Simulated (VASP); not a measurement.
# Cu (Fm-3m) in VASP: a series of runs

Cu is run at these levels: PBEsol; tasks: single point.

Program: VASP 6.6.1. These are calculated values, not measurements. Logs are shortened: lines on timing, memory, paths and dates and some standing lists are left out, and cuts for length are marked.

### Step 1. The cell of the first run

It takes space group Fm-3m (No. 225, cubic). Conventional cell: a = 3.591 Å, b = 3.591 Å, c = 3.591 Å, α = 90.00°, β = 90.00°, γ = 90.00°. Cu (site symmetry m-3m) has 12 Cu at 2.54 Å within 3.4 Å.

### Step 2. Single point, PBEsol (volume scaled by 0.98)

Input file INCAR:

```
PREC = Accurate ; ENCUT = 520
EDIFF = 1E-6 ; ISMEAR = -1
SIGMA = 0.08 ; LREAL = F
LASPH = T ; NELM = 80
ALGO = Normal ; ISIF = 2
LWAVE = F ; LCHARG = T
GGA = PS ; LELF = T
LVHAR = T ; NBANDS = 12
```

Input file KPOINTS:

```
Automatic mesh
0
Gamma
  19 19 19
```

Input file POSCAR:

```
Cu
1.0
    0.0000000000      1.7953687620      1.7953687620
    1.7953687620      0.0000000000      1.7953687620
    1.7953687620      1.7953687620      0.0000000000
Cu
1
Direct
    0.0000000000      0.0000000000      0.0000000000
```

Potentials or basis: VASP PAW PBE potentials, release 64 (Cu).

The run is started by

```bash
$ cat potpaw_PBE.64/Cu/POTCAR > POTCAR
$ mpirun -np 1 vasp_std > vasp.out
```

OUTCAR:

```text
PREC = Accurate
   ENCUT = 520
   EDIFF = 1E-6
   ISMEAR = -1
   LREAL = F
   LASPH = T
   NELM = 80
   ISIF = 2
   GGA = PS

 ion  position               nearest neighbor table
   1  0.000  0.000  0.000-

  LATTYP: Found a face centered cubic cell.
 ALAT       =     3.5907375240

  Lattice vectors:

 A1 = (   0.0000000000,   1.7953687620,   1.7953687620)
 A2 = (   1.7953687620,   0.0000000000,   1.7953687620)
 A3 = (   1.7953687620,   1.7953687620,   0.0000000000)

Analysis of symmetry for initial positions (statically):
=====================================================================
 Subroutine PRICEL returns:
 Original cell was already a primitive cell.

 Routine SETGRP: Setting up the symmetry group for a
 face centered cubic supercell.

 Subroutine GETGRP returns: Found 48 space group operations
 (whereof 48 operations were pure point group operations)
 out of a pool of 48 trial point group operations.

The static configuration has the point symmetry O_h .

Analysis of symmetry for dynamics (positions and initial velocities):
=====================================================================
 Subroutine PRICEL returns:
 Original cell was already a primitive cell.

 Routine SETGRP: Setting up the symmetry group for a
 face centered cubic supercell.

 Subroutine GETGRP returns: Found 48 space group operations
 (whereof 48 operations were pure point group operations)
 out of a pool of 48 trial point group operations.

The dynamic configuration has the point symmetry O_h .

 Subroutine INISYM returns: Found 48 space group operations
 (whereof 48 operations are pure point group operations),
 and found     1 'primitive' translations

----------------------------------------------------------------------------------------

                                     Primitive cell

  volume of cell :      11.5742

  direct lattice vectors                    reciprocal lattice vectors
     0.000000000  1.795368762  1.795368762    -0.278494319  0.278494319  0.278494319
     1.795368762  0.000000000  1.795368762     0.278494319 -0.278494319  0.278494319
     1.795368762  1.795368762  0.000000000     0.278494319  0.278494319 -0.278494319

  length of vectors
     2.539034853  2.539034853  2.539034853     0.482366309  0.482366309  0.482366309

  position of ions in fractional coordinates (direct lattice)
     0.000000000  0.000000000  0.000000000

  ion indices of the primitive-cell ions
[... 74 lines left out ...]
   EDIFF  = 0.1E-05   stopping-criterion for ELM
   LREAL  =      F    real-space projection
   EDIFFG = 0.1E-04   stopping-criterion for IOM
   NSW    =      0    number of steps for IOM
   IBRION =     -1    ionic relax: 0-MD 1-quasi-New 2-CG
   NFREE  =      0    steps in history (QN), initial steepest desc. (CG)
   ISIF   =      2    stress and relaxation
   ISYM   =      2    0-nonsym 1-usesym 2-fastsym
   POTIM  = 0.5000    time-step for ionic-motion
   TEBEG  =    0.0;   TEEND  =   0.0 temperature during run
   PSTRESS=    0.0 pullay stress
   NELECT =      11.0000    total number of electrons
   NUPDOWN=      -1.0000    fix difference up-down
   EMIN   =  10.00;   EMAX   =-10.00  energy-range for DOS
   EFERMI =   0.00;   METHOD = LEGACY
   ISMEAR =    -1;   SIGMA  =   0.08  broadening in eV -4-tet -1-fermi 0-gaus
   EFERMI_NEDOS =   21; number of points for ismear=-14 and -15
   IALGO  =     38    algorithm
   IMIX   =      4    mixing-type and parameters
     AMIX     =   0.40;   BMIX     =  1.00
     AMIX_MAG =   1.60;   BMIX_MAG =  1.00
  volume/ion in A,a.u.               =      11.57        78.11
  Fermi-wavevector in a.u.,A,eV,Ry     =   1.609566  3.041638 35.248641  2.590702
  Thomas-Fermi vector in A             =   2.705255
   LORBIT       =      0    0 simple, 1 ext, 2 COOP (PROOUT), +10 PAW based schemes
   GGA     = PS    functional components
   LHFCALC =     F    Hartree Fock is set to
   AEXX    =    0.0000 exact exchange contribution
   IVDW    =     0    specifies the selected vdW correction
   LEPSILON=     F    determine dielectric tensor
   LRPA    =     F    only Hartree local field effects (RPA)
 non-spin polarized calculation
  energy-cutoff  :      520.00
  volume of cell :       11.57
 maximum number of plane-waves:       331
   NGX =  9   NGY =  9   NGZ =  9

 number of electron      11.0000008 magnetization

 Free energy of the ion-electron system (eV)
  ---------------------------------------------------
  ext. energy  EPLUGINS =         0.00000000
  ---------------------------------------------------
  free energy    TOTEN  =        -4.30881194 eV

  energy without entropy =       -4.30166150  energy(sigma->0) =       -4.30523672

 E-fermi :   7.6873     XC(G=0): -13.0268

 val. band max:        7.6743443052   @ k =  -0.3684   0.1579   0.0000
 cond. band min:       7.6905747012   @ k =  -0.3684   0.1579   0.0526
 fundamental gap:      0.0162303959
 Fermi energy:         7.6873119689

 k-point     1 :       0.0000    0.0000    0.0000
  band No.  band energies     occupation
      1      -1.8921      2.00000
      2       4.5574      2.00000
      3       4.5574      2.00000
      4       4.5574      2.00000
      5       5.4155      2.00000
      6       5.4155      2.00000
      7      30.3971      0.00000
      8      33.1676      0.00000
      9      33.1676      0.00000
     10      33.1676      0.00000
     11      35.6610      0.00000
     12      35.6610      0.00000
[... 331 lines left out ...]
 k-point    24 :      -0.2632    0.0526    0.0000
  band No.  band energies     occupation
      1       0.8167      2.00000
      2       4.2745      2.00000
      3       4.6880      2.00000
      4       4.7281      2.00000
      5       5.4698      2.00000
      6       5.7226      2.00000
      7      18.8278      0.00000
      8      27.7322      0.00000
      9      31.0007      0.00000
     10      32.2170      0.00000
     11      34.3994      0.00000
     12      35.7924      0.00000

 [... further k-points ...]
[... 5 lines left out ...]
  --------------------------------------------------------------------------------------
  -------------------------------------------------------------------------------------
  Total       -0.2149408     -0.2149408     -0.2149408      0.0000000      0.0000000      0.0000000
  in kB      -29.7535233    -29.7535233    -29.7535233      0.0000000      0.0000000      0.0000000
  external PRESSURE =     -29.7535233 kB  Pullay stress =       0.0000000 kB

 VOLUME and BASIS-vectors are now :
 -----------------------------------------------------------------------------
  energy-cutoff  :      520.00
  volume of cell :       11.57
      direct lattice vectors                 reciprocal lattice vectors
     0.000000000  1.795368762  1.795368762    -0.278494319  0.278494319  0.278494319
     1.795368762  0.000000000  1.795368762     0.278494319 -0.278494319  0.278494319
     1.795368762  1.795368762  0.000000000     0.278494319  0.278494319 -0.278494319

 POSITION                                       TOTAL-FORCE (eV/Angst)
 -----------------------------------------------------------------------------------
      0.00000      0.00000      0.00000         0.000000     -0.000000      0.000000
 -----------------------------------------------------------------------------------
    total drift:                                0.000000      0.000000      0.000000

  FREE ENERGIE OF THE ION-ELECTRON SYSTEM (eV)
  ---------------------------------------------------
  free  energy   TOTEN  =        -4.3088119411 eV

  energy  without entropy=       -4.3016614996  energy(sigma->0) =       -4.30523672
```

OSZICAR:

```text
N       E                     dE             d eps       ncg     rms          rms(c)
DAV:   1     0.424083466382E+02    0.42408E+02   -0.54880E+03  5808   0.157E+03
DAV:   2    -0.399062350888E+01   -0.46399E+02   -0.42866E+02  5452   0.205E+02
DAV:   3    -0.539433325757E+01   -0.14037E+01   -0.13936E+01  6112   0.413E+01
DAV:   4    -0.540320076662E+01   -0.88675E-02   -0.88664E-02  5980   0.288E+00
DAV:   5    -0.540327873671E+01   -0.77970E-04   -0.77970E-04  6296   0.278E-01    0.842E+00
DAV:   6    -0.476072547278E+01    0.64255E+00   -0.17420E+01  6316   0.794E+01    0.429E+00
DAV:   7    -0.432308898555E+01    0.43764E+00   -0.26861E+00  6324   0.310E+01    0.578E-01
DAV:   8    -0.431063939995E+01    0.12450E-01   -0.54455E-03  6188   0.117E+00    0.319E-01
DAV:   9    -0.430880369821E+01    0.18357E-02   -0.10064E-02  6532   0.171E+00    0.222E-02
DAV:  10    -0.430881082745E+01   -0.71292E-05   -0.31113E-05  7548   0.898E-02    0.611E-03
DAV:  11    -0.430881192924E+01   -0.11018E-05   -0.45514E-07  4472   0.125E-02    0.339E-04
DAV:  12    -0.430881194111E+01   -0.11873E-07   -0.53384E-08  3208   0.253E-03
   1 F= -.43088119E+01 E0= -.43052367E+01  d E =-.715044E-02
```

Wall time 41 s (1 thread of Intel Xeon 8259CL, shared host); peak memory 0.15 GiB.

What came out:

```yaml
Free_energy: -4.3088 eV
Pressure: -3.0 GPa
```

Caveat: the PAW data sets were made with another functional, which shifts forces and pressure a little.

(Part 1 of 2 ends here.)
